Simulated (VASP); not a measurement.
Sr: single point with r2SCAN

Crystal: Sr.

```xyz
1
Lattice="-2.4250 2.3341 2.4250 2.4250 -2.3341 2.4250 2.4250 2.3341 -2.4250" Properties=species:S:1:pos:R:3 pbc="T T T"
Sr    0.0000    0.0000    0.0000
```

This cell differs from its parent crystal: strain -0.0375 x Voigt [0, 1, 0, 0, 0, 0].

```
Program                : VASP 6.6.1
Task                   : single point
Functional             : r2SCAN
Potentials or basis    : VASP PAW PBE potentials, release 64 (Sr_sv)
Cutoff                 : 520 eV
k mesh                 : 14 × 14 × 14
Occupations            : gaussian, width 0.15 eV
Spin                   : no spin polarisation
Dipole correction      : no
Further INCAR settings : ALGO = Normal; EDIFF = 1e-06; NBANDS = 11
```

The pressure is 0.2 GPa. The band gap on the k mesh is zero (bands 5 and 6 overlap by 0.33 eV).

Stress tensor (GPa, compression positive):
```
0.20 0.00 0.00
0.00 0.28 0.00
0.00 0.00 0.20
```

Levels at points of the mesh, in eV from the Fermi level:
```csv
k point,band 1,band 2,band 3,band 4,band 5,band 6,band 7,band 8,band 9,band 10
"(0.00, 0.00, 0.00)",-38.03,-19.29,-19.28,-19.28,-3.84,2.59,2.83,2.83,3.92,4.26
"(0.50, 0.00, 0.00)",-38.01,-19.49,-19.35,-19.29,-0.93,0.17,1.37,4.01,4.72,5.88
"(0.00, 0.50, 0.00)",-38.01,-19.49,-19.35,-19.28,-1.01,0.05,1.64,3.76,4.52,5.84
"(0.50, 0.50, 0.50)",-38.00,-19.43,-19.43,-19.42,-0.16,-0.07,3.70,3.70,4.27,5.45
```

It took 11 min on 1 thread of Oxide Virtual Turin-like Processor, with other jobs on the host, peak memory 0.26 GiB.

Caveat: the cell differs from its parent crystal (strain -0.0375 x Voigt [0, 1, 0, 0, 0, 0]); the PAW data sets were made with another functional, which shifts forces and pressure a little.
